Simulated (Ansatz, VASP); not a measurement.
# One calculation of Te, two programs

```xyz
1
Lattice="2.3059 1.3313 1.6910 -2.3059 1.3313 1.6910 0.0000 -2.6626 1.6910" Properties=species:S:1:pos:R:3 pbc="T T T"
Te    0.0000    0.0000    2.5364
```

Alike in both runs: task single point; functional PBEsol; k mesh 6 × 6 × 6; occupations fermi-dirac, width 0.05 eV; no spin polarisation.

|  | VASP | Ansatz |
| --- | --- | --- |
| version | VASP 6.6.1 | Ansatz 0.2.0 |
| potentials or method | VASP PAW PBE potentials, release 64 (Te), cutoff 520 eV | all-electron PAW datasets made for the crystal |

```csv
,VASP,Ansatz,Ansatz less VASP
gap on the k mesh at the Fermi level (eV),none,none,-
pressure (GPa),-0.6,-0.6,-0.02
"traceless stress, the component that is largest in VASP (GPa)",0.72,0.72,+0.006
```

VASP's potentials were made for PBE, not for PBEsol. A gap of «none» marks a metal or a gap that the smearing closes. Ansatz ran all-electron here, and VASP with PAW potentials.

Neither program's run includes spin-orbit coupling. Noted on Ansatz's run: the k mesh is thin for a metal, which can move the energy by tens of meV per atom.
